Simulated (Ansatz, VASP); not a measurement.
**AlRuC4N4: VASP beside Ansatz**

```xyz
10
Lattice="5.7679 0.0000 0.0000 0.0000 5.7679 0.0000 0.0000 0.0000 5.7679" Properties=species:S:1:pos:R:3 pbc="T T T"
Al    2.8839    2.8839    2.8839
Ru    0.0000    0.0000    0.0000
C     1.1385    1.1385    1.1385
C     1.1385    4.6293    4.6293
C     4.6293    1.1385    4.6293
C     4.6293    4.6293    1.1385
N     1.8218    1.8218    1.8218
N     1.8218    3.9461    3.9461
N     3.9461    1.8218    3.9461
N     3.9461    3.9461    1.8218
```

Alike in both runs: functional PBE; k mesh 6 × 6 × 6; occupations gaussian, width 0.02 eV; collinear spin.

Ansatz relaxed the structure, and its values are those at the end. VASP's run is a single point on that final structure, the one shown.

|  | VASP | Ansatz |
| --- | --- | --- |
| version | VASP 6.6.1 | Ansatz 0.2.0 |
| potentials or method | VASP PAW PBE potentials, release 64 (Al, Ru_pv, C, N), cutoff 520 eV | scalar-relativistic, plane waves, PAW |
| valence electrons in the cell | 53 | 55 |

|  | VASP | Ansatz | Ansatz less VASP |
| --- | --- | --- | --- |
| gap on the k mesh at the Fermi level (eV) | 0.33 | 0.33 | 0.000 |
| least direct gap on the mesh (eV) | 0.63 | 0.63 | +0.001 |
| pressure (GPa) | 0.2 | 0.0 | -0.20 |
| rms of the force components (eV/Å) | 0.166 | 0.001 | -0.1650 |
| net moment per atom (μB) | 0.30 | 0.30 | 0.000 |
| size of the moment on the site where the two differ most (μB) | 1.37 | 0.93 | -0.438 |

Site moments also hang on the region over which each program counts them. VASP's potentials hold 53 valence electrons a cell and Ansatz's 55, so a difference there can come from the potentials and not from the codes.

Noted on VASP's run: the standard files for N, O and F lose accuracy on very short bonds.
